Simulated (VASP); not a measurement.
## BiTe: single point with PBEsol

The system is BiTe.

```
CELL_PARAMETERS angstrom
2.49539 1.44071 3.36705
-2.49539 1.44071 3.36705
0.00000 -2.88143 3.36705
ATOMIC_POSITIONS crystal
Bi 0.50000 0.50000 0.50000
Te 0.00000 0.00000 0.00000
```

This cell differs from its parent crystal: strain +0.030 along x and y, +0.015 along z.

* Program: VASP 6.6.1
* Task: single point
* Functional: PBEsol
* Potentials or basis: VASP PAW PBE potentials, release 64 (Bi_d, Te)
* Cutoff: 520 eV
* k mesh: 12 × 12 × 12
* Occupations: gaussian, width 0.15 eV
* Spin: no spin polarisation

```json
{
 "Pressure": "-5.3 GPa",
 "Band gap on the k mesh": "zero (an odd number of electrons rules out a gap without spin polarisation)"
}
```

Stress tensor (GPa, compression positive):
```
-5.83  0.00  0.00
 0.00 -5.83  0.00
 0.00  0.00 -4.33
```

Levels at points of the mesh, in eV from the Fermi level:
```csv
k point,band 7,band 8,band 9,band 10,band 11,band 12,band 13,band 14
"(0.00, 0.00, 0.00)",-8.52,-2.67,-2.67,-1.40,1.73,2.37,2.37,4.16
"(0.50, 0.00, 0.00)",-11.11,-1.73,-1.67,-0.96,-0.93,-0.48,0.35,6.60
"(0.50, 0.50, 0.00)",-9.95,-5.10,-4.12,-2.93,2.64,2.74,3.27,4.07
"(0.50, 0.50, 0.50)",-10.75,-2.15,-2.15,-2.14,-1.49,-1.13,-1.13,7.75
```

It took 2.2 min on 1 thread of AMD EPYC 9R45 96-Core Processor (Zen 5), on a shared host, peak memory 0.36 GiB.

Caveat: the cell differs from its parent crystal (strain +0.030 along x and y, +0.015 along z); the cell stands under tension; the PAW data sets were made with another functional, which shifts forces and pressure a little; spin-orbit coupling is left out, which moves the levels of the heavy elements.
